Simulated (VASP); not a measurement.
# Hf (Im-3m) in VASP: a series of runs

Hf is run at these levels: PBEsol; tasks: single point.

All numbers are computed with VASP 6.6.1; they aren't measurements. Logs are shortened: lines on timing, memory, paths and dates and some standing lists are left out, and cuts for length are marked.

## Step 1: The cell of the first run

The structure is cubic, space group Im-3m (No. 229). Conventional cell: a = 2.573 Å, b = 2.573 Å, c = 2.573 Å, α = 90.00°, β = 90.00°, γ = 90.00°. Hf (site symmetry m-3m) has 14 Hf at 2.23 to 2.57 Å within 2.9 Å.

## Step 2: Single point, PBEsol (volume scaled by 0.4)

Contents of INCAR:

```
SYSTEM = Hf
PREC = Accurate
ENCUT = 520
EDIFF = 1E-7
ISMEAR = -1
SIGMA = 0.08
LREAL = .FALSE.
LASPH = .TRUE.
NELM = 100
ALGO = Normal
ISIF = 2
LWAVE = .FALSE.
LCHARG = .FALSE.
GGA = PS
NBANDS = 11
```

Contents of KPOINTS:

```
regular mesh
0
G
  15 15 15
  0 0 0
```

Contents of POSCAR:

```
Hf
1.0
   -1.2866768835      1.2866768835      1.2866768835
    1.2866768835     -1.2866768835      1.2866768835
    1.2866768835      1.2866768835     -1.2866768835
Hf
1
Direct
    0.0000000000      0.0000000000      0.0000000000
```

Potentials or basis: VASP PAW PBE potentials, release 64 (Hf_pv).

Launch:

```
cat potpaw_PBE.64/Hf_pv/POTCAR > POTCAR
mpirun -np 1 vasp_std > vasp.out
```

OUTCAR:

```text
SYSTEM = Hf
   PREC = Accurate
   ENCUT = 520
   EDIFF = 1E-7
   ISMEAR = -1
   LREAL = .FALSE.
   LASPH = .TRUE.
   NELM = 100
   ISIF = 2
   GGA = PS

 ion  position               nearest neighbor table
   1  0.000  0.000  0.000-

  LATTYP: Found a body centered cubic cell.
 ALAT       =     2.5733537670

  Lattice vectors:

 A1 = (  -1.2866768835,   1.2866768835,   1.2866768835)
 A2 = (   1.2866768835,  -1.2866768835,   1.2866768835)
 A3 = (   1.2866768835,   1.2866768835,  -1.2866768835)

Analysis of symmetry for initial positions (statically):
=====================================================================
 Subroutine PRICEL returns:
 Original cell was already a primitive cell.

 Routine SETGRP: Setting up the symmetry group for a
 body centered cubic supercell.

 Subroutine GETGRP returns: Found 48 space group operations
 (whereof 48 operations were pure point group operations)
 out of a pool of 48 trial point group operations.

The static configuration has the point symmetry O_h .

Analysis of symmetry for dynamics (positions and initial velocities):
=====================================================================
 Subroutine PRICEL returns:
 Original cell was already a primitive cell.

 Routine SETGRP: Setting up the symmetry group for a
 body centered cubic supercell.

 Subroutine GETGRP returns: Found 48 space group operations
 (whereof 48 operations were pure point group operations)
 out of a pool of 48 trial point group operations.

The dynamic configuration has the point symmetry O_h .

 Subroutine INISYM returns: Found 48 space group operations
 (whereof 48 operations are pure point group operations),
 and found     1 'primitive' translations

----------------------------------------------------------------------------------------

                                     Primitive cell

  volume of cell :       8.5206

  direct lattice vectors                    reciprocal lattice vectors
    -1.286676883  1.286676883  1.286676883     0.000000000  0.388597951  0.388597951
     1.286676883 -1.286676883  1.286676883     0.388597951  0.000000000  0.388597951
     1.286676883  1.286676883 -1.286676883     0.388597951  0.388597951  0.000000000

  length of vectors
     2.228589735  2.228589735  2.228589735     0.549560492  0.549560492  0.549560492

  position of ions in fractional coordinates (direct lattice)
     0.000000000  0.000000000  0.000000000

  ion indices of the primitive-cell ions
   primitive index   ion index
                 1           1

----------------------------------------------------------------------------------------

 KPOINTS: regular mesh

Automatic generation of k-mesh.
 Grid dimensions read from file:
 generate k-points for:   15   15   15

 Generating k-lattice:

  Cartesian coordinates                     Fractional coordinates (reciprocal lattice)
     0.000000000  0.025906530  0.025906530     0.066666667  0.000000000  0.000000000
     0.025906530  0.000000000  0.025906530     0.000000000  0.066666667  0.000000000
     0.025906530  0.025906530  0.000000000     0.000000000  0.000000000  0.066666667

  Length of vectors
     0.036637366  0.036637366  0.036637366

  Shift w.r.t. Gamma in fractional coordinates (k-lattice)
     0.000000000  0.000000000  0.000000000

 Subroutine IBZKPT returns following result:
 ===========================================

 Found    120 irreducible k-points:

 Following reciprocal coordinates:
            Coordinates               Weight
  0.000000  0.000000  0.000000      1.000000
  0.066667  0.000000  0.000000     12.000000
  0.133333  0.000000  0.000000     12.000000
  0.200000  0.000000  0.000000     12.000000
  0.266667  0.000000  0.000000     12.000000
  0.333333  0.000000  0.000000     12.000000
[... 16 lines left out ...]
  0.333333  0.200000  0.000000     48.000000
  0.400000  0.200000  0.000000     24.000000
 [... further k-points ...]
   k-points           NKPTS =    120   k-points in BZ     NKDIM =    120   number of bands    NBANDS=     11
   number of dos      NEDOS =    301   number of ions     NIONS =      1
   total plane-waves  NPLWV =   5832
   dimension x,y,z NGX =    18 NGY =   18 NGZ =   18
   dimension x,y,z NGXF=    36 NGYF=   36 NGZF=   36
   ions per type =               1
   NGX,Y,Z   is equivalent  to a cutoff of  13.43, 13.43, 13.43 a.u.
   NGXF,Y,Z  is equivalent  to a cutoff of  26.85, 26.85, 26.85 a.u.
 SYSTEM =  Hf
   PREC   = accura    normal or accurate (medium, high low for compatibility)
   ISTART =      0    job   : 0-new  1-cont  2-samecut
   ICHARG =      2    charge: 1-file 2-atom 10-const
   ISPIN  =      1    spin polarized calculation?
   LNONCOLLINEAR =      F non collinear calculations
   LSORBIT =      F    spin-orbit coupling
   LASPH  =      T    aspherical Exc in radial PAW
   ENCUT  =  520.0 eV  38.22 Ry    6.18 a.u.   4.14  4.14  4.14*2*pi/ulx,y,z
   NELM   =    100;   NELMIN=  2; NELMDL= -5     # of ELM steps
   EDIFF  = 0.1E-06   stopping-criterion for ELM
   LREAL  =      F    real-space projection
   EDIFFG = 0.1E-05   stopping-criterion for IOM
   NSW    =      0    number of steps for IOM
   IBRION =     -1    ionic relax: 0-MD 1-quasi-New 2-CG
   NFREE  =      0    steps in history (QN), initial steepest desc. (CG)
   ISIF   =      2    stress and relaxation
   ISYM   =      2    0-nonsym 1-usesym 2-fastsym
   POTIM  = 0.5000    time-step for ionic-motion
   TEBEG  =    0.0;   TEEND  =   0.0 temperature during run
   PSTRESS=    0.0 pullay stress
   NELECT =      10.0000    total number of electrons
   NUPDOWN=      -1.0000    fix difference up-down
   EMIN   =  10.00;   EMAX   =-10.00  energy-range for DOS
   EFERMI =   0.00;   METHOD = LEGACY
   ISMEAR =    -1;   SIGMA  =   0.08  broadening in eV -4-tet -1-fermi 0-gaus
   EFERMI_NEDOS =   21; number of points for ismear=-14 and -15
   IALGO  =     38    algorithm
   IMIX   =      4    mixing-type and parameters
     AMIX     =   0.40;   BMIX     =  1.00
     AMIX_MAG =   1.60;   BMIX_MAG =  1.00
  volume/ion in A,a.u.               =       8.52        57.50
  Fermi-wavevector in a.u.,A,eV,Ry     =   1.726840  3.263254 40.572234  2.981975
  Thomas-Fermi vector in A             =   2.802076
   LORBIT       =      0    0 simple, 1 ext, 2 COOP (PROOUT), +10 PAW based schemes
   GGA     = PS    functional components
   LHFCALC =     F    Hartree Fock is set to
   AEXX    =    0.0000 exact exchange contribution
   IVDW    =     0    specifies the selected vdW correction
   LEPSILON=     F    determine dielectric tensor
   LRPA    =     F    only Hartree local field effects (RPA)
 non-spin polarized calculation
  energy-cutoff  :      520.00
  volume of cell :        8.52
 maximum number of plane-waves:       241
 NGX is ok and might be reduce to    18
   NGX =  9   NGY =  9   NGZ =  9

 number of electron      10.0000002 magnetization

 Free energy of the ion-electron system (eV)
  ---------------------------------------------------
  ext. energy  EPLUGINS =         0.00000000
  ---------------------------------------------------
  free energy    TOTEN  =        -0.72146379 eV

  energy without entropy =       -0.71498541  energy(sigma->0) =       -0.71822460

 E-fermi :  13.6176     XC(G=0): -16.6381

 val. band max:       13.5334891331   @ k =   0.1333   0.1333   0.0667
 cond. band min:      13.6480683806   @ k =  -0.1333   0.1333   0.0667
 fundamental gap:      0.1145792475
 Fermi energy:        13.6175535989

 k-point     1 :       0.0000    0.0000    0.0000
  band No.  band energies     occupation
      1     -12.2452      2.00000
      2     -12.2452      2.00000
      3     -12.2452      2.00000
      4       7.3303      2.00000
      5      14.5074      0.00003
      6      14.5074      0.00003
      7      14.5074      0.00003
      8      21.0947      0.00000
      9      21.0947      0.00000
     10      28.8308      0.00000
     11      32.4596      0.00000

 k-point     2 :       0.0667    0.0000    0.0000
  band No.  band energies     occupation
      1     -12.9065      2.00000
      2     -12.4203      2.00000
      3     -12.2633      2.00000
      4       7.9699      2.00000
      5      14.1077      0.00436
      6      14.4573      0.00006
      7      15.0911      0.00000
      8      20.3205      0.00000
      9      21.0333      0.00000
     10      28.8199      0.00000
     11      33.0383      0.00000

 k-point     3 :       0.1333    0.0000    0.0000
  band No.  band energies     occupation
      1     -14.5864      2.00000
      2     -12.8899      2.00000
      3     -12.3149      2.00000
      4       9.2173      2.00000
      5      13.1061      1.99666
      6      14.4202      0.00009
      7      16.7776      0.00000
      8      19.4506      0.00000
      9      20.9594      0.00000
     10      28.7893      0.00000
     11      34.5896      0.00000

 k-point     4 :       0.2000    0.0000    0.0000
  band No.  band energies     occupation
      1     -16.7223      2.00000
      2     -13.5235      2.00000
      3     -12.3922      2.00000
      4       9.2885      2.00000
      5      11.8702      2.00000
      6      15.4771      0.00000
      7      19.4080      0.00000
      8      19.8204      0.00000
      9      21.0814      0.00000
     10      28.7438      0.00000
     11      36.5160      0.00000
[... 239 lines left out ...]
 k-point    22 :       0.2667    0.2000    0.0000
  band No.  band energies     occupation
      1     -21.1492      2.00000
      2     -16.8257      2.00000
      3     -13.5490      2.00000
      4       8.3874      2.00000
      5      11.4144      2.00000
      6      17.4966      0.00000
      7      20.9708      0.00000
      8      25.7528      0.00000
      9      28.5949      0.00000
     10      32.6859      0.00000
     11      38.0294      0.00000

 k-point    23 :       0.3333    0.2000    0.0000
  band No.  band energies     occupation
      1     -21.7062      2.00000
      2     -17.5290      2.00000
      3     -13.6603      2.00000
      4       7.9529      2.00000
      5      11.4916      2.00000
      6      18.2568      0.00000
      7      21.8821      0.00000
      8      26.6636      0.00000
      9      28.5623      0.00000
     10      34.8529      0.00000
     11      38.4945      0.00000

 k-point    24 :       0.4000    0.2000    0.0000
  band No.  band energies     occupation
      1     -21.8991      2.00000
      2     -17.7755      2.00000
      3     -13.6979      2.00000
      4       7.7912      2.00000
      5      11.5326      2.00000
      6      18.6142      0.00000
      7      21.8335      0.00000
      8      27.6133      0.00000
      9      28.5128      0.00000
     10      36.3244      0.00000
     11      37.7248      0.00000

 [... further k-points ...]
[... 5 lines left out ...]
  --------------------------------------------------------------------------------------
  -------------------------------------------------------------------------------------
  Total       28.4974068     28.4974068     28.4974068     -0.0000000     -0.0000000     -0.0000000
  in kB     5358.5518463   5358.5518463   5358.5518463     -0.0000000     -0.0000000     -0.0000000
  external PRESSURE =    5358.5518463 kB  Pullay stress =       0.0000000 kB

 VOLUME and BASIS-vectors are now :
 -----------------------------------------------------------------------------
  energy-cutoff  :      520.00
  volume of cell :        8.52
      direct lattice vectors                 reciprocal lattice vectors
    -1.286676883  1.286676883  1.286676883     0.000000000  0.388597951  0.388597951
     1.286676883 -1.286676883  1.286676883     0.388597951  0.000000000  0.388597951
     1.286676883  1.286676883 -1.286676883     0.388597951  0.388597951  0.000000000

 POSITION                                       TOTAL-FORCE (eV/Angst)
 -----------------------------------------------------------------------------------
      0.00000      0.00000      0.00000         0.000000      0.000000      0.000000
 -----------------------------------------------------------------------------------
    total drift:                                0.000000      0.000000      0.000000

  FREE ENERGIE OF THE ION-ELECTRON SYSTEM (eV)
  ---------------------------------------------------
  free  energy   TOTEN  =        -0.7214637887 eV

  energy  without entropy=       -0.7149854129  energy(sigma->0) =       -0.71822460
```

Run time: 12 s. Hardware: 1 thread of AMD EPYC 7R13 (Zen 3), shared host; peak memory 0.09 GiB.

What came out:

```yaml
Free_energy: -0.7215 eV
Pressure: 535.9 GPa
Band_gap_on_the_k_mesh: zero (band 5 reaches 16.30 eV, above the bottom of band 6 at 11.31 eV)
```

Caveat: the PAW data sets were made with another functional, which shifts forces and pressure a little; spin-orbit coupling is left out, which moves the levels of the heavy elements.

(Part 1 of 2 ends here.)
